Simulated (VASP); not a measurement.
# BAs (F-43m) in VASP: settings compared

The runs below take BAs through single point, with PBE, r2SCAN, HSE06.

All numbers are computed with VASP 6.6.1; they aren't measurements. Logs are shortened: lines on timing, memory, paths and dates and some standing lists are left out, and cuts for length are marked.

## Step 1: The cell of the first run

It takes space group F-43m (No. 216, cubic). Conventional cell: a = 4.784 Å, b = 4.784 Å, c = 4.784 Å, α = 90.00°, β = 90.00°, γ = 90.00°. Within 2.7 Å of B (site symmetry -43m) lie 4 As at 2.07 Å. Within 2.7 Å of As (site symmetry -43m) lie 4 B at 2.07 Å.

## Step 2: Single point, PBE

Contents of INCAR:

```
SYSTEM = BAs
ALGO = Normal
EDIFF = 1E-6
ENCUT = 520
GGA = PE
ISIF = 2
ISMEAR = 0
LASPH = .TRUE.
LCHARG = .FALSE.
LREAL = .FALSE.
LWAVE = .FALSE.
NBANDS = 11
NELM = 80
PREC = Accurate
SIGMA = 0.01
```

Contents of KPOINTS:

```
k-points
0
G
  8 8 8
  0 0 0
```

Contents of POSCAR:

```
BAs
1.0
    0.0000000000      2.3918676038      2.3918676038
    2.3918676038      0.0000000000      2.3918676038
    2.3918676038      2.3918676038      0.0000000000
B As
1 1
Direct
    0.0000000000      0.0000000000      0.0000000000
    0.2500000000      0.2500000000      0.2500000000
```

Potentials or basis: VASP PAW PBE potentials, release 64 (B, As).

Command:

```bash
> cat potpaw_PBE.64/B/POTCAR potpaw_PBE.64/As/POTCAR > POTCAR
> mpirun -np 1 vasp_std > vasp.out
```

OUTCAR:

```text
SYSTEM = BAs
   EDIFF = 1E-6
   ENCUT = 520
   GGA = PE
   ISIF = 2
   ISMEAR = 0
   LASPH = .TRUE.
   LREAL = .FALSE.
   NELM = 80
   PREC = Accurate

 ion  position               nearest neighbor table
   1  0.000  0.000  0.000-   2 2.07   2 2.07   2 2.07   2 2.07
   2  0.250  0.250  0.250-   1 2.07   1 2.07   1 2.07   1 2.07

  LATTYP: Found a face centered cubic cell.
 ALAT       =     4.7837352076

  Lattice vectors:

 A1 = (   0.0000000000,   2.3918676038,   2.3918676038)
 A2 = (   2.3918676038,   0.0000000000,   2.3918676038)
 A3 = (   2.3918676038,   2.3918676038,   0.0000000000)

Analysis of symmetry for initial positions (statically):
=====================================================================
 Subroutine PRICEL returns:
 Original cell was already a primitive cell.

 Routine SETGRP: Setting up the symmetry group for a
 face centered cubic supercell.

 Subroutine GETGRP returns: Found 24 space group operations
 (whereof 24 operations were pure point group operations)
 out of a pool of 48 trial point group operations.

The static configuration has the point symmetry T_d .

Analysis of symmetry for dynamics (positions and initial velocities):
=====================================================================
 Subroutine PRICEL returns:
 Original cell was already a primitive cell.

 Routine SETGRP: Setting up the symmetry group for a
 face centered cubic supercell.

 Subroutine GETGRP returns: Found 24 space group operations
 (whereof 24 operations were pure point group operations)
 out of a pool of 48 trial point group operations.

The dynamic configuration has the point symmetry T_d .

 Subroutine INISYM returns: Found 24 space group operations
 (whereof 24 operations are pure point group operations),
 and found     1 'primitive' translations

----------------------------------------------------------------------------------------

                                     Primitive cell

  volume of cell :      27.3679

  direct lattice vectors                    reciprocal lattice vectors
     0.000000000  2.391867604  2.391867604    -0.209041671  0.209041671  0.209041671
     2.391867604  0.000000000  2.391867604     0.209041671 -0.209041671  0.209041671
     2.391867604  2.391867604  0.000000000     0.209041671  0.209041671 -0.209041671

  length of vectors
     3.382611605  3.382611605  3.382611605     0.362070795  0.362070795  0.362070795

  position of ions in fractional coordinates (direct lattice)
     0.000000000  0.000000000  0.000000000
     0.250000000  0.250000000  0.250000000

  ion indices of the primitive-cell ions
   primitive index   ion index
                 1           1
                 2           2

----------------------------------------------------------------------------------------

 KPOINTS: k-points

Automatic generation of k-mesh.
 Grid dimensions read from file:
 generate k-points for:    8    8    8

 Generating k-lattice:

  Cartesian coordinates                     Fractional coordinates (reciprocal lattice)
    -0.026130209  0.026130209  0.026130209     0.125000000  0.000000000  0.000000000
     0.026130209 -0.026130209  0.026130209     0.000000000  0.125000000  0.000000000
     0.026130209  0.026130209 -0.026130209     0.000000000  0.000000000  0.125000000

  Length of vectors
     0.045258849  0.045258849  0.045258849

  Shift w.r.t. Gamma in fractional coordinates (k-lattice)
     0.000000000  0.000000000  0.000000000

 Subroutine IBZKPT returns following result:
 ===========================================

 Found     29 irreducible k-points:

 Following reciprocal coordinates:
            Coordinates               Weight
  0.000000  0.000000  0.000000      1.000000
  0.125000  0.000000  0.000000      8.000000
  0.250000  0.000000  0.000000      8.000000
  0.375000  0.000000  0.000000      8.000000
  0.500000  0.000000  0.000000      4.000000
  0.125000  0.125000  0.000000      6.000000
[... 16 lines left out ...]
  0.500000  0.250000  0.125000     48.000000
 -0.375000  0.250000  0.125000     24.000000
 [... further k-points ...]
   k-points           NKPTS =     29   k-points in BZ     NKDIM =     29   number of bands    NBANDS=     11
   number of dos      NEDOS =    301   number of ions     NIONS =      2
   total plane-waves  NPLWV =  21952
   dimension x,y,z NGX =    28 NGY =   28 NGZ =   28
   dimension x,y,z NGXF=    56 NGYF=   56 NGZF=   56
   ions per type =               1   1
   NGX,Y,Z   is equivalent  to a cutoff of  13.76, 13.76, 13.76 a.u.
   NGXF,Y,Z  is equivalent  to a cutoff of  27.52, 27.52, 27.52 a.u.
 SYSTEM =  BAs
   PREC   = accura    normal or accurate (medium, high low for compatibility)
   ISTART =      0    job   : 0-new  1-cont  2-samecut
   ICHARG =      2    charge: 1-file 2-atom 10-const
   ISPIN  =      1    spin polarized calculation?
   LNONCOLLINEAR =      F non collinear calculations
   LSORBIT =      F    spin-orbit coupling
   LASPH  =      T    aspherical Exc in radial PAW
   ENCUT  =  520.0 eV  38.22 Ry    6.18 a.u.   6.29  6.29  6.29*2*pi/ulx,y,z
   NELM   =     80;   NELMIN=  2; NELMDL= -5     # of ELM steps
   EDIFF  = 0.1E-05   stopping-criterion for ELM
   LREAL  =      F    real-space projection
   EDIFFG = 0.1E-04   stopping-criterion for IOM
   NSW    =      0    number of steps for IOM
   IBRION =     -1    ionic relax: 0-MD 1-quasi-New 2-CG
   NFREE  =      0    steps in history (QN), initial steepest desc. (CG)
   ISIF   =      2    stress and relaxation
   ISYM   =      2    0-nonsym 1-usesym 2-fastsym
   POTIM  = 0.5000    time-step for ionic-motion
   TEBEG  =    0.0;   TEEND  =   0.0 temperature during run
   PSTRESS=    0.0 pullay stress
   NELECT =       8.0000    total number of electrons
   NUPDOWN=      -1.0000    fix difference up-down
   EMIN   =  10.00;   EMAX   =-10.00  energy-range for DOS
   EFERMI =   0.00;   METHOD = LEGACY
   ISMEAR =     0;   SIGMA  =   0.01  broadening in eV -4-tet -1-fermi 0-gaus
   EFERMI_NEDOS =   21; number of points for ismear=-14 and -15
   IALGO  =     38    algorithm
   IMIX   =      4    mixing-type and parameters
     AMIX     =   0.40;   BMIX     =  1.00
     AMIX_MAG =   1.60;   BMIX_MAG =  1.00
  volume/ion in A,a.u.               =      13.68        92.34
  Fermi-wavevector in a.u.,A,eV,Ry     =   1.086487  2.053162 16.061039  1.180453
  Thomas-Fermi vector in A             =   2.222624
   LORBIT       =      0    0 simple, 1 ext, 2 COOP (PROOUT), +10 PAW based schemes
   GGA     = PE    functional components
   LHFCALC =     F    Hartree Fock is set to
   AEXX    =    0.0000 exact exchange contribution
   IVDW    =     0    specifies the selected vdW correction
   LEPSILON=     F    determine dielectric tensor
   LRPA    =     F    only Hartree local field effects (RPA)
 non-spin polarized calculation
 Gauss-broadening in eV      SIGMA  =   0.01
  energy-cutoff  :      520.00
  volume of cell :       27.37
 maximum number of plane-waves:       754
 NGX is ok and might be reduce to    28
   NGX = 13   NGY = 13   NGZ = 13

 number of electron       8.0000000 magnetization

 Free energy of the ion-electron system (eV)
  ---------------------------------------------------
  ext. energy  EPLUGINS =         0.00000000
  ---------------------------------------------------
  free energy    TOTEN  =       -11.40648918 eV

  energy without entropy =      -11.40648918  energy(sigma->0) =      -11.40648918

 E-fermi :   6.1315     XC(G=0): -10.5655

 val. band max:        6.0806742743   @ k =   0.0000   0.0000   0.0000
 cond. band min:       7.2734898108   @ k =   0.3750   0.3750   0.0000
 fundamental gap:      1.1928155365
 Fermi energy:         6.1315092071

 k-point     1 :       0.0000    0.0000    0.0000
  band No.  band energies     occupation
      1      -9.2823      2.00000
      2       6.0807      2.00000
      3       6.0807      2.00000
      4       6.0807      2.00000
      5       9.3515      0.00000
      6       9.3515      0.00000
      7       9.3515      0.00000
      8      10.7138      0.00000
      9      15.6427      0.00000
     10      19.0135      0.00000
     11      19.0135      0.00000

 k-point     2 :       0.1250    0.0000    0.0000
  band No.  band energies     occupation
      1      -9.0273      2.00000
      2       4.1197      2.00000
      3       5.6443      2.00000
      4       5.6443      2.00000
      5       9.4582      0.00000
      6       9.9259      0.00000
      7       9.9259      0.00000
      8      11.9990      0.00000
      9      16.5870      0.00000
     10      17.6844      0.00000
     11      17.6844      0.00000

 k-point     3 :       0.2500    0.0000    0.0000
  band No.  band energies     occupation
      1      -8.2850      2.00000
      2       1.1548      2.00000
      3       4.9363      2.00000
      4       4.9363      2.00000
      5       9.1243      0.00000
      6      10.7228      0.00000
      7      10.7228      0.00000
      8      13.9493      0.00000
      9      17.2980      0.00000
     10      17.2980      0.00000
     11      17.3537      0.00000

 k-point     4 :       0.3750    0.0000    0.0000
  band No.  band energies     occupation
      1      -7.1836      2.00000
      2      -1.4158      2.00000
      3       4.4386      2.00000
      4       4.4386      2.00000
      5       8.8455      0.00000
      6      10.9038      0.00000
      7      10.9038      0.00000
      8      14.8940      0.00000
      9      17.8699      0.00000
     10      18.7448      0.00000
     11      18.7448      0.00000
[... 239 lines left out ...]
 k-point    22 :       0.3750    0.2500    0.1250
  band No.  band energies     occupation
      1      -7.6356      2.00000
      2       0.8916      2.00000
      3       2.3802      2.00000
      4       4.0664      2.00000
      5       9.3031      0.00000
      6      11.2781      0.00000
      7      12.0178      0.00000
      8      13.2455      0.00000
      9      16.7887      0.00000
     10      19.3902      0.00000
     11      20.2444      0.00000

 k-point    23 :       0.5000    0.2500    0.1250
  band No.  band energies     occupation
      1      -6.5728      2.00000
      2      -1.0643      2.00000
      3       1.6587      2.00000
      4       3.3552      2.00000
      5       9.9228      0.00000
      6      11.1304      0.00000
      7      12.5915      0.00000
      8      14.1283      0.00000
      9      17.4711      0.00000
     10      19.3929      0.00000
     11      21.5478      0.00000

 k-point    24 :      -0.3750    0.2500    0.1250
  band No.  band energies     occupation
      1      -5.8549      2.00000
      2      -2.1835      2.00000
      3       1.5358      2.00000
      4       3.0213      2.00000
      5      10.0398      0.00000
      6      10.8311      0.00000
      7      13.5155      0.00000
      8      15.0802      0.00000
      9      16.4189      0.00000
     10      20.2400      0.00000
     11      21.2957      0.00000

 [... further k-points ...]
[... 5 lines left out ...]
  --------------------------------------------------------------------------------------
  -------------------------------------------------------------------------------------
  Total        0.4804101      0.4804101      0.4804101     -0.0000000     -0.0000000      0.0000000
  in kB       28.1242760     28.1242760     28.1242760     -0.0000000     -0.0000000      0.0000000
  external PRESSURE =      28.1242760 kB  Pullay stress =       0.0000000 kB

 VOLUME and BASIS-vectors are now :
 -----------------------------------------------------------------------------
  energy-cutoff  :      520.00
  volume of cell :       27.37
      direct lattice vectors                 reciprocal lattice vectors
     0.000000000  2.391867604  2.391867604    -0.209041671  0.209041671  0.209041671
     2.391867604  0.000000000  2.391867604     0.209041671 -0.209041671  0.209041671
     2.391867604  2.391867604  0.000000000     0.209041671  0.209041671 -0.209041671

 POSITION                                       TOTAL-FORCE (eV/Angst)
 -----------------------------------------------------------------------------------
      0.00000      0.00000      0.00000        -0.000000     -0.000000     -0.000000
      1.19593      1.19593      1.19593         0.000000      0.000000      0.000000
 -----------------------------------------------------------------------------------
    total drift:                               -0.000000     -0.000000     -0.000000

  FREE ENERGIE OF THE ION-ELECTRON SYSTEM (eV)
  ---------------------------------------------------
  free  energy   TOTEN  =       -11.4064891763 eV

  energy  without entropy=      -11.4064891763  energy(sigma->0) =      -11.40648918
```

Run time: 16 s. Hardware: 1 thread of Intel Xeon Platinum 8259CL at 2.50GHz (Skylake/Cascade Lake), shared host; peak memory 0.15 GiB.

Results:

* Free energy: -11.4065 eV
* Pressure: 2.8 GPa
* Band gap on the k mesh: 1.19 eV, indirect (least direct gap 3.27 eV)

A k mesh can miss the band edges.

## Step 3: Single point, r2SCAN

POSCAR is that of step 2.

Contents of INCAR.step1:

```
SYSTEM = BAs
PREC = Accurate
ENCUT = 520
ISMEAR = 0
SIGMA = 0.01
LREAL = .False.
LASPH = .True.
NELM = 80
NBANDS = 11
GGA = PE
ALGO = Normal
EDIFF = 1E-4
LWAVE = .True.
LCHARG = .False.
```

Contents of INCAR.step2:

```
SYSTEM = BAs
PREC = Accurate
ENCUT = 520
EDIFF = 1E-6
ISMEAR = 0
SIGMA = 0.01
LREAL = .False.
LASPH = .True.
NELM = 80
ALGO = Normal
ISIF = 2
LWAVE = .False.
LCHARG = .False.
METAGGA = R2SCAN
LMIXTAU = .True.
NBANDS = 11
ISTART = 1
```

Contents of KPOINTS:

```
Automatic mesh
0
Gamma
  8 8 8
  0 0 0
```

Potentials or basis: VASP PAW PBE potentials, release 64 (B, As).

Command:

```bash
> cat potpaw_PBE.64/B/POTCAR potpaw_PBE.64/As/POTCAR > POTCAR
> cp INCAR.step1 INCAR
> mpirun -np 1 vasp_std > vasp.out
> cp INCAR.step2 INCAR
> mpirun -np 1 vasp_std > vasp.out
```

It took 52 s on 1 thread of Intel Xeon Platinum 8259CL at 2.50GHz (Skylake/Cascade Lake), shared host; peak memory 0.16 GiB.

Results (log left out):

```yaml
Free_energy: -22.2540 eV
Pressure: 0.3 GPa
Band_gap_on_the_k_mesh: 1.39 eV, indirect (least direct gap 3.44 eV)
```

Levels at points of the mesh, in eV from the valence-band top:
```tsv
k point	band 1	band 2	band 3	band 4	band 5	band 6	band 7	band 8
(0.00, 0.00, 0.00)	-16.12	0.00	0.00	0.00	3.44	3.44	3.44	5.10
(0.50, 0.00, 0.00)	-13.11	-9.21	-1.93	-1.93	2.95	5.05	5.05	9.57
(0.50, 0.50, 0.00)	-11.68	-9.04	-4.29	-4.29	1.62	1.70	12.12	12.12
```

Caveat: the PAW data sets were made with another functional, which shifts forces and pressure a little. r2SCAN opens gaps a little over a GGA but as a rule still falls short of measured ones.

## Step 4: Single point, HSE06

POSCAR is that of step 3.

Contents of INCAR.step1:

```
PREC = Accurate ; ENCUT = 520
EDIFF = 1E-5 ; ISMEAR = 0
SIGMA = 0.01 ; LREAL = False
LASPH = True ; NELM = 100
ALGO = Normal ; ISIF = 2
LWAVE = True ; LCHARG = False
NBANDS = 11 ; GGA = PE
```

Contents of INCAR.step2:

```
PREC = Accurate ; ENCUT = 520
EDIFF = 1E-6 ; ISMEAR = 0
SIGMA = 0.01 ; LREAL = False
LASPH = True ; NELM = 100
ALGO = Normal ; ISIF = 2
LWAVE = False ; LCHARG = False
GGA = PE ; LHFCALC = True
HFSCREEN = 0.2079 ; PRECFOCK = Normal
NBANDS = 11 ; ISTART = 1
```

Contents of KPOINTS:

```
regular mesh
0
Gamma
  6 6 6
```

Command:

```bash
> cat potpaw_PBE.64/B/POTCAR potpaw_PBE.64/As/POTCAR > POTCAR
> cp INCAR.step1 INCAR
> mpirun -np 1 vasp_std > vasp.out
> cp INCAR.step2 INCAR
> mpirun -np 1 vasp_std > vasp.out
```

Run time: 11 min. Hardware: 1 thread of Intel Xeon Platinum 8259CL at 2.50GHz (Skylake/Cascade Lake), shared host; peak memory 0.27 GiB.

Results (log left out):

| Item | Value |
| --- | --- |
| Free energy | -13.2420 eV |
| Pressure | -1.2 GPa |
| Band gap on the k mesh | 1.95 eV, indirect (least direct gap 4.11 eV) |

Levels at points of the mesh, in eV from the valence-band top:
```tsv
k point	band 2	band 3	band 4	band 5	band 6	band 7
(0.00, 0.00, 0.00)	0.00	0.00	0.00	4.11	4.11	4.11
(0.50, 0.00, 0.00)	-9.66	-1.98	-1.98	3.54	5.69	5.69
(0.50, 0.50, 0.00)	-9.46	-4.44	-4.44	2.08	2.15	12.90
```

Caveat: the PAW data sets were made with another functional, which shifts forces and pressure a little. A k mesh can miss the band edges.

## Step 5: Overview

| level | k mesh | grid for exact exchange (PRECFOCK) | screening parameter | gap on the mesh (eV) | pressure (GPa) |
| --- | --- | --- | --- | --- | --- |
| PBE | 8 × 8 × 8 | - | - | 1.19 | 2.8 |
| r2SCAN | 8 × 8 × 8 | - | - | 1.39 | 0.3 |
| HSE06 | 6 × 6 × 6 | Normal | 0.2079 1/Å | 1.95 | -1.2 |

Alike in all rows: task single point; potentials or basis VASP PAW PBE potentials, release 64 (B, As); no spin polarisation; cell as given; cutoff (eV) 520; smearing gaussian 0.01 eV.

On the cell as given the gap runs from 1.19 eV (PBE) to 1.95 eV (HSE06); the meshes differ, which moves gaps too. The pressure there spans -1.2 GPa (HSE06) to 2.8 GPa (PBE); a positive pressure means that this level wants a larger cell, a negative one a smaller.

Caveats: the PAW data sets were made with another functional, which shifts forces and pressure a little (some runs).

Absolute energies hang on the potentials; compare differences alone.
